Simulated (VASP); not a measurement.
A run of VASP 6.6.1 is set up as follows.

The input INCAR:

```
SYSTEM = NbRu3
PREC = Accurate ; ENCUT = 520
EDIFF = 1E-7 ; ISMEAR = 0
SIGMA = 0.1 ; LREAL = .FALSE.
LASPH = .TRUE. ; NELM = 100
ALGO = Normal ; ISIF = 2
LWAVE = .FALSE. ; LCHARG = .FALSE.
NBANDS = 36
```

KPOINTS

```
Automatic mesh
0
G
  12 12 12
  0 0 0
```

POSCAR

```
NbRu3
1.0
    3.8274978404      0.0000000000      0.0000000000
    0.0000000000      3.8274978404      0.0000000000
    0.0000000000      0.0000000000      3.8274978404
Nb Ru
1 3
Direct
    0.0000000000      0.0000000000      0.0000000000
    0.0000000000      0.5000000000      0.5000000000
    0.5000000000      0.0000000000      0.5000000000
    0.5000000000      0.5000000000      0.0000000000
```

Potentials or basis: VASP PAW LDA potentials, release 64 (Nb_sv, Ru_pv).

Run with:

```console
$ cat potpaw_LDA.64/Nb_sv/POTCAR potpaw_LDA.64/Ru_pv/POTCAR > POTCAR
$ mpirun -np 1 vasp_std > vasp.out
```

(1) What does it give for the pressure?

## Answers

(1) 0.6 GPa.
